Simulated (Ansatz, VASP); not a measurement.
## Pt in VASP and in Ansatz

```
CELL_PARAMETERS angstrom
2.72520 0.00000 0.00000
-1.36260 2.36009 0.00000
0.00000 0.00000 4.70660
ATOMIC_POSITIONS crystal
Pt 0.00000 0.00000 0.00000
Pt 0.33333 0.66667 0.50000
```

Alike in both runs: functional PBEsol; k mesh 18 × 18 × 10; occupations gaussian, width 0.1 eV; no spin polarisation.

Ansatz relaxed the structure, and its values are those at the end. VASP's run is a single point on that final structure, the one shown.

```csv
,VASP,Ansatz
version,VASP 6.6.1,Ansatz 0.2.0
potentials or method,"VASP PAW PBE potentials, release 64 (Pt), cutoff 520 eV","scalar-relativistic, plane waves, PAW"
valence electrons in the cell,20,36
```

```tsv
	VASP	Ansatz	Ansatz less VASP
gap on the k mesh at the Fermi level (eV)	none	none	-
pressure (GPa)	-0.4	0.0	+0.39
```

VASP's potentials were made for PBE, not for PBEsol. A gap of «none» marks a metal or a gap that the smearing closes. VASP's potentials hold 20 valence electrons a cell and Ansatz's 36, so a difference there can come from the potentials and not from the codes.

Neither program's run includes spin-orbit coupling.
